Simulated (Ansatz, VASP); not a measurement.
# AgCl: VASP beside Ansatz

```
CELL_PARAMETERS angstrom
3.33116 0.00000 0.00000
0.00000 3.33116 0.00000
0.00000 0.00000 6.66232
ATOMIC_POSITIONS crystal
Ag 0.00000 0.00000 0.00000
Ag 0.00000 0.00000 0.50000
Cl 0.36880 0.50000 0.25000
Cl 0.63120 0.50000 0.75000
```

Alike in both runs: functional PBEsol; k mesh 10 × 10 × 6; occupations gaussian, width 0.05 eV; no spin polarisation.

Ansatz relaxed the structure, and its values are those at the end. VASP's run is a single point on that final structure, the one shown.

|  | VASP | Ansatz |
| --- | --- | --- |
| version | VASP 6.6.1 | Ansatz 0.2.0 |
| potentials or method | VASP PAW PBE potentials, release 64 (Ag, Cl), cutoff 520 eV | scalar-relativistic, plane waves, PAW |
| valence electrons in the cell | 36 | 52 |

```csv
,VASP,Ansatz,Ansatz less VASP
gap on the k mesh at the Fermi level (eV),0.63,0.63,-0.001
least direct gap on the mesh (eV),0.67,0.67,-0.001
pressure (GPa),2.7,2.9,+0.13
```

VASP's potentials were made for PBE, not for PBEsol. The functional is the same, so the differences come from potentials, cutoffs and numerics. VASP's potentials hold 36 valence electrons a cell and Ansatz's 52, so a difference there can come from the potentials and not from the codes. Ansatz's warnings: stress scf threshold loose.
